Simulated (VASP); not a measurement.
A run of VASP 6.6.1:

INCAR

```
SYSTEM = NaCl
PREC     = Accurate       ! precision mode
ENCUT    = 520            ! plane-wave cutoff, eV
EDIFF    = 1E-6           ! SCF threshold, eV
ISMEAR   = -1             ! smearing method
SIGMA    = 0.02           ! smearing width, eV
LREAL    = .FALSE.        ! projectors in reciprocal space
LASPH    = .TRUE.         ! aspherical terms in the spheres
NELM     = 80             ! most SCF steps
ALGO     = Normal         ! electronic algorithm
ISIF     = 2              ! what is computed and relaxed
LWAVE    = .FALSE.        ! write WAVECAR
LCHARG   = .FALSE.        ! write CHGCAR
GGA      = PE             ! functional
NBANDS   = 14             ! bands
```

The input KPOINTS:

```
Automatic mesh
0
G
  8 8 8
  0 0 0
```

File POSCAR:

```
NaCl
1.0
    3.6640050255      0.0000000000      0.0000000000
    0.0000000000      3.6640050255      0.0000000000
    0.0000000000      0.0000000000      3.4595458649
Na Cl
1 1
Direct
    0.0000000000      0.0000000000      0.0000000000
    0.5000000000      0.5000000000      0.5000000000
```

Potentials or basis: VASP PAW PBE potentials, release 64 (Na_pv, Cl).

Command:

```sh
$ cat potpaw_PBE.64/Na_pv/POTCAR potpaw_PBE.64/Cl/POTCAR > POTCAR
$ mpirun -np 1 vasp_std > vasp.out
```

Hardware: 1 thread of Intel(R) Xeon(R) 6975P-C (Granite Rapids), on a shared host.

Estimate the wall time of this run.

Run time: 14 s on 1 thread of Intel(R) Xeon(R) 6975P-C (Granite Rapids), with other jobs on the host, peak memory 0.17 GiB. Counts: scf iterations 12, k points 75.
